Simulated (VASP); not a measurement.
Set up this calculation in VASP 6.6.1, as the native input.

```yaml
Task: single point
Functional: PBEsol
Potentials_or_basis: VASP PAW PBE potentials, release 64 (Mo_sv, S)
Cutoff: 520 eV
k_mesh: 12 × 12 × 2
Occupations: methfessel-paxton, width 0.2 eV
Spin: no spin polarisation
Dipole_correction: no
Further_INCAR_settings: ALGO = Normal; EDIFF = 1e-06; NBANDS = 35
```

The structure of MoS2 lies in POSCAR:

```
MoS2
1.0
    2.9846000000      0.0000000000      0.0000000000
   -1.4923000000      2.5847394201      0.0000000000
    0.0000000000      0.0000000000     12.8217000000
Mo S
2 4
Direct
    0.3333333333      0.6666666667      0.2500000000
    0.6666666667      0.3333333333      0.7500000000
    0.3333333333      0.6666666667      0.6259932117
    0.6666666667      0.3333333333      0.1259932117
    0.3333333333      0.6666666667      0.8740067883
    0.6666666667      0.3333333333      0.3740067883
```

The input as run:

INCAR

```
ALGO = Normal
EDIFF = 1E-6
ENCUT = 520
GGA = PS
ISIF = 2
ISMEAR = 1
LASPH = True
LCHARG = True
LELF = True
LREAL = False
LVHAR = True
LWAVE = False
NBANDS = 35
NELM = 80
PREC = Accurate
SIGMA = 0.2
```

KPOINTS

```
k-points
0
Gamma
  12 12 2
```

Potentials or basis: VASP PAW PBE potentials, release 64 (Mo_sv, S).

Launch:

```console
$ cat potpaw_PBE.64/Mo_sv/POTCAR potpaw_PBE.64/S/POTCAR > POTCAR
$ mpirun -np 1 vasp_std > vasp.out
```

It gave:

* Pressure: 14.4 GPa
* Largest force: 0.569 eV/Å
* Band gap on the k mesh: 1.27 eV (least direct gap 2.13 eV)

Caveat: the cell stands under pressure; the PAW data sets were made with another functional, which shifts forces and pressure a little; this functional lacks dispersion, which binds the layers, so the pressure and a relaxed spacing across them are unreliable.

Wall time 93 s on 1 thread of AMD EPYC 7R13 Processor (Zen 3), with other jobs on the host, peak memory 0.24 GiB.
